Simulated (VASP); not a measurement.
# BN (P1) in VASP: further runs, part 2 of 2

VASP 6.6.1. The steps go on from the part before.

### 3 Single point, PBE+D3(BJ) (dynamics (nvt nose hoover) at 450 K, volume x 1.01, from the last frame before)

File INCAR:

```
  PREC = Accurate
  ENCUT = 520
  EDIFF = 1E-6
  ISMEAR = -1
  SIGMA = 0.0388
  LREAL = Auto
  LASPH = T
  NELM = 100
  ALGO = Normal
  ISIF = 2
  LWAVE = F
  LCHARG = F
  GGA = PE
  IVDW = 12
  NBANDS = 46
```

File KPOINTS:

```
Automatic mesh
0
Gamma
  3 3 2
  0 0 0.5
```

File POSCAR:

```
BN
1.0
    2.5183372967     -4.3618881484      0.0000000000
   -5.0366745933      0.0000000000      0.0000000000
    0.0000000000      0.0000000000     -6.7122260769
B N
8 8
Direct
    0.4542131601      0.4461239058      0.5059452648
   -0.0530208460      0.4381137961      0.5013889523
    0.4496254680     -0.0550802736      0.5022311468
   -0.0584368492     -0.0586197681      0.5043748469
    0.2190294587      0.3958872105     -0.0062709449
    0.7145715099      0.3919238871     -0.0006584999
    0.2214832126      0.8879051747     -0.0028485334
    0.7209453551      0.8848373057     -0.0037586636
    0.5480314760      0.5527706931      0.0004123818
    0.0474331283      0.5577377621     -0.0049053771
    0.5531778711      0.0593839167      0.0027296458
    0.0625330111      0.0580037897      0.0047724853
    0.2794122542      0.1098181529      0.4947893533
    0.7752472977      0.1121617396      0.4918238692
    0.2808153163      0.6113503319      0.5071207318
    0.7853369650      0.6071707260      0.5029455148
```

Potentials or basis: VASP PAW PBE potentials, release 64 (B, N).

Run with:

```
$ cat potpaw_PBE.64/B/POTCAR potpaw_PBE.64/N/POTCAR > POTCAR
$ mpirun -np 1 vasp_std > vasp.out
```

OUTCAR:

```text
PREC = Accurate
   ENCUT = 520
   EDIFF = 1E-6
   ISMEAR = -1
   LREAL = Auto
   LASPH = T
   NELM = 100
   ISIF = 2
   GGA = PE
   IVDW = 12
 IVDW          = 12

 ion  position               nearest neighbor table
   1  0.454  0.446  0.506-  16 1.44  13 1.47  15 1.48
   2  0.947  0.438  0.501-  14 1.42  16 1.44  15 1.46
   3  0.450  0.945  0.502-  14 1.42  15 1.46  13 1.46
   4  0.942  0.941  0.504-  16 1.46  14 1.47  13 1.48
   5  0.219  0.396  0.994-   9 1.44  10 1.45  12 1.48
   6  0.715  0.392  0.999-   9 1.43  11 1.45  10 1.45
[... 8 lines left out ...]
  15  0.281  0.611  0.507-   3 1.46   2 1.46   1 1.48
  16  0.785  0.607  0.503-   2 1.44   1 1.44   4 1.46

  LATTYP: Found a hexagonal cell.
 ALAT       =     5.0366745933
 C/A-ratio  =     1.3326701879

  Lattice vectors:

 A1 = (   2.5183372967,  -4.3618881484,   0.0000000000)
 A2 = (  -5.0366745933,   0.0000000000,   0.0000000000)
 A3 = (   0.0000000000,   0.0000000000,  -6.7122260769)

Analysis of symmetry for initial positions (statically):
=====================================================================
 Subroutine PRICEL returns:
 Original cell was already a primitive cell.

 Routine SETGRP: Setting up the symmetry group for a
 hexagonal supercell.

 Subroutine GETGRP returns: Found  1 space group operations
 (whereof  1 operations were pure point group operations)
 out of a pool of 24 trial point group operations.

The static configuration has the point symmetry C_1 .

Analysis of symmetry for dynamics (positions and initial velocities):
=====================================================================
 Subroutine PRICEL returns:
 Original cell was already a primitive cell.

[... 137 lines left out ...]
   IMIX   =      4    mixing-type and parameters
     AMIX     =   0.40;   BMIX     =  1.00
     AMIX_MAG =   1.60;   BMIX_MAG =  1.00
  volume/ion in A,a.u.               =       9.22        62.20
  Fermi-wavevector in a.u.,A,eV,Ry     =   1.239481  2.342279 20.902805  1.536313
  Thomas-Fermi vector in A             =   2.373962
   LORBIT       =      0    0 simple, 1 ext, 2 COOP (PROOUT), +10 PAW based schemes
   GGA     = PE    functional components
   LHFCALC =     F    Hartree Fock is set to
   AEXX    =    0.0000 exact exchange contribution
   IVDW    =    12    specifies the selected vdW correction
   LEPSILON=     F    determine dielectric tensor
   LRPA    =     F    only Hartree local field effects (RPA)
 non-spin polarized calculation
  energy-cutoff  :      520.00
  volume of cell :      147.46
 maximum number of plane-waves:      4003
 NGX is ok and might be reduce to    40
   NGX = 19   NGY = 19   NGZ = 25

 number of electron      64.0000001 magnetization

 Free energy of the ion-electron system (eV)
  ---------------------------------------------------
  ext. energy  EPLUGINS =         0.00000000
  ---------------------------------------------------
  free energy    TOTEN  =      -140.29282381 eV

  energy without entropy =     -140.29282381  energy(sigma->0) =     -140.29282381

 E-fermi :   3.1972     XC(G=0):  -9.9740

 val. band max:        2.2484687437   @ k =  -0.3333  -0.3333   0.2500
 cond. band min:       6.1122745007   @ k =   0.0000   0.0000   0.2500
 fundamental gap:      3.8638057570
 Fermi energy:         3.1972019246

 k-point     1 :       0.0000    0.0000    0.2500
  band No.  band energies     occupation
      1     -15.5489      2.00000
      2     -15.3526      2.00000
      3     -12.6294      2.00000
      4     -12.5790      2.00000
      5     -12.4041      2.00000
      6     -12.3683      2.00000
[... 412 lines left out ...]
     43      11.5106      0.00000
     44      13.6967      0.00000
 [bands above 44 left out]

------------------------ aborting loop because EDIFF is reached ----------------------------------------

 Edisp (eV)   -2.20439

 E8    (eV) :    -0.6451

  FORCE on cell =-STRESS in cart. coord.  units (eV):
  Direction    XX          YY          ZZ          XY          YZ          ZX
  --------------------------------------------------------------------------------------
  -------------------------------------------------------------------------------------
  Total      -4.84477    -3.96294    -0.26297     0.01574    -0.14926     0.11561
  in kB     -52.63793   -43.05698    -2.85718     0.17098    -1.62169     1.25608
  external pressure =      -32.85 kB  Pullay stress =        0.00 kB

 VOLUME and BASIS-vectors are now :
 -----------------------------------------------------------------------------
  energy-cutoff  :      520.00
  volume of cell :      147.46
      direct lattice vectors                 reciprocal lattice vectors
     2.518337297 -4.361888148  0.000000000     0.000000000 -0.229258515  0.000000000
    -5.036674593  0.000000000  0.000000000    -0.198543698 -0.114629258  0.000000000
     0.000000000  0.000000000 -6.712226077     0.000000000  0.000000000 -0.148981871

 POSITION                                       TOTAL-FORCE (eV/Angst)
 -----------------------------------------------------------------------------------
     -1.10312     -1.98123     -3.39602         0.051718      1.150792      0.492183
      0.17818     -4.13062     -3.36544        -0.900118     -0.774672      0.062842
     -3.62694     -1.96122     -3.37109        -0.359743      1.477562      0.355775
     -2.37025     -4.10699     -3.38548         0.061436     -0.975985      0.731981
     -1.44237     -0.95538     -6.67013         1.066623      0.793280     -0.636405
     -0.17446     -3.11688     -6.70781         0.993143     -0.320554     -0.037237
[... 8 lines left out ...]
     -2.37198     -1.22489     -3.40391         0.797431     -0.598131     -0.016531
     -1.08038     -3.42555     -3.37588        -1.041299      0.472600     -0.259900
 -----------------------------------------------------------------------------------
    total drift:                               -0.005375     -0.000803     -0.001407

  FREE ENERGIE OF THE ION-ELECTRON SYSTEM (eV)
  ---------------------------------------------------
  free  energy   TOTEN  =      -142.4972099481 eV

  energy  without entropy=     -142.4972099481  energy(sigma->0) =     -142.49720995
```

It took 70 s on 1 thread of Intel Xeon 6975P-C (Granite Rapids), shared host; peak memory 0.27 GiB.

What came out:

```
Free energy                : -142.4972 eV
Pressure                   : -3.3 GPa
Largest force              : 2.257 eV/Å
Band gap on the k mesh     : 3.86 eV
Dispersion energy per atom : -0.138 eV
```

Forces on the atoms (eV/Å):
```
B    0.052  1.151  0.492
B   -0.900 -0.775  0.063
B   -0.360  1.478  0.356
B    0.061 -0.976  0.732
B    1.067  0.793 -0.636
B    0.993 -0.321 -0.037
B   -0.564 -0.246 -0.336
B   -1.332 -0.619 -0.623
N   -1.101 -0.439  0.363
N    0.592 -0.376  0.093
N    1.350 -0.511  0.455
N   -1.031  1.882  0.698
N   -0.280  0.084 -0.699
N    1.697 -0.999 -0.645
N    0.797 -0.598 -0.017
N   -1.041  0.473 -0.260
```

Caveat: the k points lie up to 0.48 Å⁻¹ apart; forces of over 1 eV/Å act on the atoms, so gaps and moduli don't describe the material at rest. A k mesh can miss the band edges.
